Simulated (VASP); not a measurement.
Wanted: the native input for a VASP 6.6.1 run.

```
Task                   : single point
Functional             : r2SCAN
Potentials or basis    : VASP PAW PBE potentials, release 64 (Pb_d, S)
Cutoff                 : 520 eV
k mesh                 : 8 × 8 × 8
Occupations            : gaussian, width 0.05 eV
Spin                   : no spin polarisation
Dipole correction      : no
Further INCAR settings : ALGO = Normal; EDIFF = 1e-07; NBANDS = 17
```

PbS:

```
CELL_PARAMETERS angstrom
0.00000 3.02653 3.02653
3.02653 0.00000 3.02653
3.02653 3.02653 0.00000
ATOMIC_POSITIONS crystal
Pb 0.50000 0.50000 0.50000
S 0.00000 0.00000 0.00000
```

This cell differs from its parent crystal: volume scaled by 1.04.

The input as run:

POSCAR

```
PbS
1.0
    0.0000000000      3.0265293169      3.0265293169
    3.0265293169      0.0000000000      3.0265293169
    3.0265293169      3.0265293169      0.0000000000
Pb S
1 1
Direct
    0.5000000000      0.5000000000      0.5000000000
    0.0000000000      0.0000000000      0.0000000000
```

INCAR.step1

```
  PREC = Accurate
  ENCUT = 520
  ISMEAR = 0
  SIGMA = 0.05
  LREAL = F
  LASPH = T
  NELM = 80
  NBANDS = 17
  GGA = PE
  ALGO = Normal
  EDIFF = 1E-4
  LWAVE = T
  LCHARG = F
```

INCAR.step2

```
  PREC = Accurate
  ENCUT = 520
  EDIFF = 1E-7
  ISMEAR = 0
  SIGMA = 0.05
  LREAL = F
  LASPH = T
  NELM = 80
  ALGO = Normal
  ISIF = 2
  LWAVE = F
  LCHARG = F
  METAGGA = R2SCAN
  LMIXTAU = T
  NBANDS = 17
  ISTART = 1
```

KPOINTS

```
Automatic mesh
0
Gamma
  8 8 8
```

Potentials or basis: VASP PAW PBE potentials, release 64 (Pb_d, S).

The run is started by

```bash
$ cat potpaw_PBE.64/Pb_d/POTCAR potpaw_PBE.64/S/POTCAR > POTCAR
$ cp INCAR.step1 INCAR
$ mpirun -np 1 vasp_std > vasp.out
$ cp INCAR.step2 INCAR
$ mpirun -np 1 vasp_std > vasp.out
```

It gave:

```yaml
Pressure: -2.1 GPa
Band_gap_on_the_k_mesh: 0.84 eV, direct
```

Caveat: the PAW data sets were made with another functional, which shifts forces and pressure a little; spin-orbit coupling is left out, which moves the levels of the heavy elements.

It took 47 s on 1 thread of Intel(R) Xeon(R) 6975P-C (Granite Rapids), on a shared host, peak memory 0.19 GiB.
